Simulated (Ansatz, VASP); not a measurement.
**Two plane-wave programs on TiZn3**

File INCAR:

```
SYSTEM = TiZn3
PREC = Accurate
ENCUT = 520
EDIFF = 1E-8
ISMEAR = -1
SIGMA = 0.05
LREAL = .False.
LASPH = .True.
NELM = 60
ALGO = Normal
ISIF = 2
LWAVE = .False.
LCHARG = .False.
GGA = CA
LEFG = .True.
NBANDS = 32
```

Contents of KPOINTS:

```
regular mesh
0
Gamma
  9 9 9
  0 0 0
```

The input POSCAR:

```
TiZn3
1.0
    4.0093215403      0.0000000000      0.0000000000
    0.0000000000      4.0093215403      0.0000000000
    0.0000000000      0.0000000000      4.0093215403
Ti Zn
1 3
Direct
    0.0000000000      0.0000000000      0.0000000000
    0.0000000000      0.5000000000      0.5000000000
    0.5000000000      0.0000000000      0.5000000000
    0.5000000000      0.5000000000      0.0000000000
```

Input for Ansatz:

```yaml
crystal:
  lattice:
    - [4.0093215403, 0.0, 0.0]
    - [0.0, 4.0093215403, 0.0]
    - [0.0, 0.0, 4.0093215403]
  atoms:
    - { symbol: Ti, position: [0.0, 0.0, 0.0] }
    - { symbol: Zn, position: [0.0, 0.5, 0.5] }
    - { symbol: Zn, position: [0.5, 0.0, 0.5] }
    - { symbol: Zn, position: [0.5, 0.5, 0.0] }
kpoints:
  mp_grid: { grid: [9, 9, 9] }
scf:
  occupations: { method: fermi_dirac, width: 0.05 }
hamiltonian:
  xc: lda
  pseudopotentials: { kind: paw }
output:
  forces: true
  stress: true
  eigenvalues: true
  efg: { contact_densities: true }
  write_density: true
  write_potential: true
  elf: true
  volumetric_format: npy
```

Change from the starting cell: volume scaled by 1.06, PAW files.

Alike in both runs: task electric field gradients; functional LDA; k mesh 9 × 9 × 9; occupations fermi-dirac, width 0.05 eV; no spin polarisation.

|  | VASP | Ansatz |
| --- | --- | --- |
| version | VASP 6.6.1 | Ansatz 0.2.0 |
| potentials or method | VASP PAW LDA potentials, release 64 (Ti_sv, Zn) | PAW with Ansatz's default frozen-core files, scalar-relativistic |
| plane-wave cutoff (eV) | 520 | 420 |
| valence electrons in the cell | 48 | 48 |

VASP gave:

| Property | Result |
| --- | --- |
| pressure (GPa) | -13.4 |
| size of Vzz on the site where it differs most (V/Å²) | 38.0 |

What did Ansatz give for the same quantities?

Pressure (GPa): -13.8; size of Vzz on the site where it differs most (V/Å²): 38.6.

LDA's correlation is that of Perdew and Zunger in VASP and of Perdew and Wang (1992) in Ansatz.
